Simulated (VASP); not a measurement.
Here is a VASP 6.6.1 calculation.

File INCAR:

```
ALGO = Normal
EDIFF = 1E-6
EDIFFG = -0.04
ENCUT = 600
GGA = PE
IBRION = 2
ISIF = 3
ISMEAR = 0
LASPH = True
LCHARG = False
LREAL = False
LWAVE = False
NELM = 80
NSW = 90
PREC = Accurate
SIGMA = 0.1
```

KPOINTS

```
k-points
0
Gamma
  6 6 4
```

Contents of POSCAR:

```
LiTaO2
1.0
    3.3102849000      0.0000000000      0.0000000000
   -1.6551424500      2.8667908200      0.0000000000
    0.0000000000      0.0000000000      5.2627886900
Li Ta O
1 1 2
Direct
    0.0000000000      0.0000000000      0.5000000000
    0.0000000000      0.0000000000      0.0000000000
    0.3333333300      0.6666666700      0.0000000000
    0.6666666700      0.3333333300      0.0000000000
```

Potentials or basis: VASP PAW PBE potentials, release 64 (Li_sv, Ta_pv, O).

Launch:

```bash
$ cat potpaw_PBE.64/Li_sv/POTCAR potpaw_PBE.64/Ta_pv/POTCAR potpaw_PBE.64/O/POTCAR > POTCAR
$ mpirun -np 1 vasp_std > vasp.out
```

Estimate the space group after relaxing (to 0.1 Å).

P6/mmm (No. 191).

What does it give for the relaxed cell?

a = 3.695 Å, b = 3.695 Å, c = 5.697 Å, α = 90.00°, β = 90.00°, γ = 120.00°.

Predict the band gap on the k mesh.

zero (bands 13 and 14 overlap by 0.09 eV).

Estimate the relaxed volume.

16.84 Å³/atom.

Final structure:
```
CELL_PARAMETERS angstrom
3.69503 0.00000 0.00000
-1.84751 3.19999 0.00000
0.00000 0.00000 5.69743
ATOMIC_POSITIONS crystal
Li 0.00000 0.00000 0.50000
Ta 0.00000 0.00000 0.00000
O 0.33333 0.66667 0.00000
O 0.66667 0.33333 0.00000
```

Caveat: the k points lie up to 0.33 Å⁻¹ apart in the final cell; the cutoff is under 1.25 times the usual one of these potentials, so pressure, stress and relaxed cells hold a basis-set (Pulay) error; the volume moved by over 15 % at a fixed basis, so the end points are rough; spin-orbit coupling is left out, which moves the levels of the heavy elements.
